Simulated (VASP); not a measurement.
Wanted: the native input for a VASP 6.6.1 run.

```yaml
Task: single point
Functional: r2SCAN
Potentials_or_basis: VASP PAW PBE potentials, release 64 (Li_sv, H)
Cutoff: 830 eV
k_mesh: 10 × 10 × 10
Occupations: gaussian, width 0.05 eV
Spin: no spin polarisation
Dipole_correction: no
Further_INCAR_settings: ALGO = Normal; EDIFF = 1e-06; NBANDS = 9
```

LiH:

```
Li H
1.0
     0.00000    1.86990    2.11380
     1.86990    0.00000    2.11380
     1.86990    1.86990    0.00000
Li H
1 1
Direct
  0.00000 0.00000 0.00000
  0.50000 0.50000 0.50000
```

This cell differs from its parent crystal: strain -0.080 along x and y, +0.040 along z.

These files were run (other wordings do the same):

POSCAR

```
LiH
1.0
    0.0000000000      1.8699000000      2.1138000000
    1.8699000000      0.0000000000      2.1138000000
    1.8699000000      1.8699000000      0.0000000000
Li H
1 1
Direct
    0.0000000000      0.0000000000      0.0000000000
    0.5000000000      0.5000000000      0.5000000000
```

INCAR.step1

```
PREC     = Accurate       # precision mode
ENCUT    = 830            # plane-wave cutoff, eV
ISMEAR   = 0              # smearing method
SIGMA    = 0.05           # smearing width, eV
LREAL    = F              # projectors in reciprocal space
LASPH    = T              # aspherical terms in the spheres
NELM     = 120            # most SCF steps
NBANDS   = 9              # bands
GGA      = PE             # functional
ALGO     = Normal         # electronic algorithm
EDIFF    = 1E-5           # SCF threshold, eV
LWAVE    = T              # write WAVECAR
LCHARG   = F              # write CHGCAR
GGA_COMPAT= F
```

INCAR.step2

```
PREC     = Accurate       # precision mode
ENCUT    = 830            # plane-wave cutoff, eV
EDIFF    = 1E-6           # SCF threshold, eV
ISMEAR   = 0              # smearing method
SIGMA    = 0.05           # smearing width, eV
LREAL    = F              # projectors in reciprocal space
LASPH    = T              # aspherical terms in the spheres
NELM     = 120            # most SCF steps
ALGO     = Normal         # electronic algorithm
ISIF     = 2              # what is computed and relaxed
LWAVE    = F              # write WAVECAR
LCHARG   = F              # write CHGCAR
METAGGA  = R2SCAN         # meta-GGA
LMIXTAU  = T            
NBANDS   = 9              # bands
ISTART   = 1            
GGA_COMPAT= F
```

KPOINTS

```
Automatic mesh
0
Gamma
  10 10 10
```

Potentials or basis: VASP PAW PBE potentials, release 64 (Li_sv, H).

Launch:

```sh
$ cat potpaw_PBE.64/Li_sv/POTCAR potpaw_PBE.64/H/POTCAR > POTCAR
$ cp INCAR.step1 INCAR
$ mpirun -np 1 vasp_std > vasp.out
$ cp INCAR.step2 INCAR
$ mpirun -np 1 vasp_std > vasp.out
```

It gave:

```yaml
Pressure: 4.1 GPa
Band_gap_on_the_k_mesh: 2.10 eV (least direct gap 3.11 eV)
```

Caveat: the cell differs from its parent crystal (strain -0.080 along x and y, +0.040 along z); the cell stands under pressure; the PAW data sets were made with another functional, which shifts forces and pressure a little.

It took 5.2 min on 1 thread of AMD EPYC 7R13, with other jobs on the host, peak memory 0.14 GiB.
